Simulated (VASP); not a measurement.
Input of a VASP 6.6.1 run:

The input INCAR:

```
SYSTEM = CaSe
PREC = Accurate ; ENCUT = 520
EDIFF = 1E-7 ; ISMEAR = 0
SIGMA = 0.01 ; LREAL = .FALSE.
LASPH = .TRUE. ; NELM = 150
ALGO = Normal ; ISIF = 2
LWAVE = .FALSE. ; LCHARG = .TRUE.
LNONCOLLINEAR = .TRUE. ; MAGMOM = 0 0 0 0 0 0
LORBIT = 11 ; LSORBIT = .TRUE.
GGA_COMPAT = .FALSE. ; LORBMOM = .TRUE.
GGA = PS ; LVHAR = .TRUE.
NBANDS = 28
```

KPOINTS

```
regular mesh
0
G
  8 8 8
  0 0 0
```

The input POSCAR:

```
CaSe
1.0
    2.9051060776      2.9051060776      0.0000000000
   -2.9051060776      2.9051060776      0.0000000000
    0.0000000000      2.9051060776      2.9427961854
Ca Se
1 1
Direct
    0.0000000000      0.0000000000      0.0000000000
    0.5000000000      0.5000000000      0.0000000000
```

Potentials or basis: VASP PAW PBE potentials, release 64 (Ca_sv, Se).

Launch:

```sh
$ cat potpaw_PBE.64/Ca_sv/POTCAR potpaw_PBE.64/Se/POTCAR > POTCAR
$ mpirun -np 1 vasp_ncl > vasp.out
```

(1) Estimate the net moment.

(2) Estimate the pressure.

Answers

(1) 0.00 μB per cell.

(2) 1.2 GPa.

Caveat: the cell differs from its parent crystal (film at in-plane strain -0.01); the PAW data sets were made with another functional, which shifts forces and pressure a little.
